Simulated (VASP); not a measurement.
**MoS2: single point with PBE**

**Measured values to compare with.**

“Multiwavelength excitation Raman Scattering Analysis of bulk and 2 dimensional MoS2: Vibrational properties of atomically thin MoS2 layers”, 2015, arxiv:1506.03228 reports, for a bulk crystal of MoS2 at 300 K: band gap 1.3 eV (indirect).

The system is MoS2.

```
CELL_PARAMETERS angstrom
3.16900 0.00000 0.00000
-1.58450 2.74443 0.00000
0.00000 0.00000 12.32400
ATOMIC_POSITIONS crystal
Mo 0.33333 0.66667 0.25000
Mo 0.66667 0.33333 0.75000
S 0.33333 0.66667 0.62300
S 0.66667 0.33333 0.12300
S 0.33333 0.66667 0.87700
S 0.66667 0.33333 0.37700
```

- Program: VASP 6.6.1
- Task: single point
- Functional: PBE
- Potentials or basis: VASP PAW PBE potentials, release 64 (Mo_sv, S)
- Cutoff: 500 eV
- k mesh: 9 × 9 × 2
- Occupations: gaussian, width 0.01 eV
- Spin: no spin polarisation

| Property | Result |
| --- | --- |
| Pressure | 1.9 GPa |
| Largest force | 0.078 eV/Å |
| Band gap on the k mesh | 0.97 eV, indirect (least direct gap 1.66 eV) |

Forces in eV/Å, atoms in the order of the input:
```
Mo   0.000  0.000  0.000
Mo   0.000  0.000  0.000
S    0.000  0.000  0.078
S    0.000  0.000  0.078
S    0.000  0.000 -0.078
S    0.000  0.000 -0.078
```

Stress tensor (GPa, compression positive):
```
1.73 0.00 0.00
0.00 1.73 0.00
0.00 0.00 2.10
```

Levels at points of the mesh, in eV from the valence-band top:
```csv
k point,band 22,band 23,band 24,band 25,band 26,band 27,band 28,band 29,band 30,band 31
"(0.00, 0.00, 0.00)",-2.12,-2.12,-1.18,-1.14,0.00,2.11,2.11,2.14,2.14,2.27
"(0.00, 0.00, 0.50)",-2.14,-2.14,-2.14,-0.26,-0.26,2.11,2.11,2.11,2.11,2.37
```

Run time: 2.3 min on 1 thread of AMD EPYC 7R43 64-Core Processor (Zen 3), on a shared host, peak memory 0.21 GiB.

A measured gap of MoS2 is 1.3 eV (indirect; 300 K; “Multiwavelength excitation Raman Scattering Analysis of bulk and 2 dimensional MoS2: Vibrational properties of atomically thin MoS2 layers”, 2015, arxiv:1506.03228); the calculated 0.97 eV misses it by -0.33 eV. Spin-orbit coupling on Mo is left out. The value is that of PBE on a finite k mesh, which can miss the band edges, without temperature or zero-point motion. Semilocal functionals fall short of measured gaps as a rule.

Caveat: this functional lacks dispersion, which binds the layers, so the pressure and a relaxed spacing across them are unreliable.
